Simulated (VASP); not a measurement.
Runs of VASP 6.6.1 on Mg. The structure is that of space group Pm-3m (No. 221), or close to it. The cells are those of the table. This isn't the form of Mg at room conditions, which is hcp.

```tsv
task	cell	k mesh	gap on the mesh (eV)	pressure (GPa)	relaxed volume (Å³/atom)
single point	a = 2.862 Å, 1 atom	6 × 6 × 6	none	5.0	-
relaxation of cell and atoms	relaxed from a = 3.035 Å, 1 atom	18 × 18 × 18	none	0.0	(a)
single point	a = 3.035 Å, 1 atom	6 × 6 × 6	none	0.0	-
relaxation of cell and atoms	relaxed from a = 2.862 Å, 1 atom	6 × 6 × 6	none	-0.1	28.09
single point	a = 3.020 Å, 1 atom	18 × 18 × 18	none	-0.1	-
```

Alike in all rows: level PBE; potentials or basis VASP PAW PBE potentials, release 64 (Mg); no spin polarisation; cutoff (eV) 600; smearing gaussian 0.1 eV.

Estimate the missing entries.

(a) 27.49.

Caveats: some runs use coarse meshes; the volume moved by over 15 % at a fixed basis, so the end points are rough (at least some runs).

A gap of «none» marks levels without a gap at the run's occupations.
